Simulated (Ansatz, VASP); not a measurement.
## Na in VASP and in Ansatz

```
CELL_PARAMETERS angstrom
-2.10403 2.10403 2.10403
2.10403 -2.10403 2.10403
2.10403 2.10403 -2.10403
ATOMIC_POSITIONS crystal
Na 0.00000 0.00000 0.00000
```

Alike in both runs: task relaxation of cell and atoms; functional PBEsol; k mesh 14 × 14 × 14; occupations gaussian, width 0.1 eV; no spin polarisation.

```csv
,VASP,Ansatz
version,VASP 6.6.1,Ansatz 0.2.0
potentials or method,"VASP PAW PBE potentials, release 64 (Na_pv), cutoff 600 eV","scalar-relativistic, plane waves, PAW"
valence electrons in the cell,7,9
```

|  | VASP | Ansatz | Ansatz less VASP |
| --- | --- | --- | --- |
| gap on the k mesh at the Fermi level, each at its own relaxed structure (eV) | none | none | - |
| relaxed volume (Å³/atom) | 36.32 | 36.25 | -0.074 |
| relaxed cell length with the largest relative difference (Å) | 3.614 | 3.611 | -0.0025 |

VASP's potentials were made for PBE, not for PBEsol. A gap of «none» marks a metal or a gap that the smearing closes. VASP's potentials hold 7 valence electrons a cell and Ansatz's 9, so a difference there can come from the potentials and not from the codes.
